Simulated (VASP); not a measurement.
SrAl3:

```
Sr Al
1.0
     4.74085    0.00000    0.00000
    -2.37042    4.10569    0.00000
     0.00000    0.00000    4.32291
Sr Al
1 3
Direct
  0.00000 0.00000 0.50000
  0.50000 0.00000 0.50000
  0.00000 0.50000 0.50000
  0.50000 0.50000 0.50000
```

| Quantity | Value |
| --- | --- |
| Program | VASP 6.6.1 |
| Task | relaxation of cell and atoms |
| Functional | PBE |
| Potentials or basis | VASP PAW PBE potentials, release 64 (Sr_sv, Al) |
| Cutoff | 600 eV |
| k mesh | 6 × 6 × 4 |
| Occupations | gaussian, width 0.1 eV |
| Spin | no spin polarisation |

At the start: pressure 49.5 GPa; volume 21.04 Å³/atom.

Q: Where does the relaxation end?

A: Over 17 steps the energy falls by 2636.9 meV/atom and the volume is 24.21 Å³/atom (+15.1 %); space group P6/mmm (No. 191, to 0.05 Å).

Step by step:
```
step  energy change (eV)  largest force (eV/Å)  pressure (GPa)  volume (Å³)
   1              0.0000                0.0000           49.50        84.14
   2             -8.2406                0.0000           -4.45       181.33
   3             -9.1478                0.0000           -0.13       139.95
   4             -9.1534                0.0000           -1.53       145.98
   5             -9.1614                0.0000           -0.97       143.38
   6             -9.1596                0.0000           -0.66       142.05
   7             -9.2319                0.0000           -0.82       138.24
   8             -9.4688                0.0000           -1.24       126.74
   9            -10.4093                0.0000           -1.55       103.46
  10             32.9055                0.0000          218.99        55.78
  11            -10.4425                0.0000           -1.42       102.63
  12            -10.5411                0.0000            0.17        96.35
  13            -10.5465                0.0000           -0.36        97.77
  14            -10.5467                0.0000            0.27        96.22
  15            -10.5474                0.0000           -0.03        96.94
  16            -10.5461                0.0000            0.05        96.67
  17            -10.5477                0.0000           -0.01        96.86
```

Final structure:
```
CELL_PARAMETERS angstrom
6.21021 0.00000 0.00000
-3.10510 5.37820 0.00000
0.00000 0.00000 2.89988
ATOMIC_POSITIONS crystal
Sr 0.00000 0.00000 0.50000
Al 0.50000 0.00000 0.50000
Al 0.00000 0.50000 0.50000
Al 0.50000 0.50000 0.50000
```

Caveat: the k points lie up to 0.54 Å⁻¹ apart in the final cell; the volume moved by over 15 % at a fixed basis, so the end points are rough.
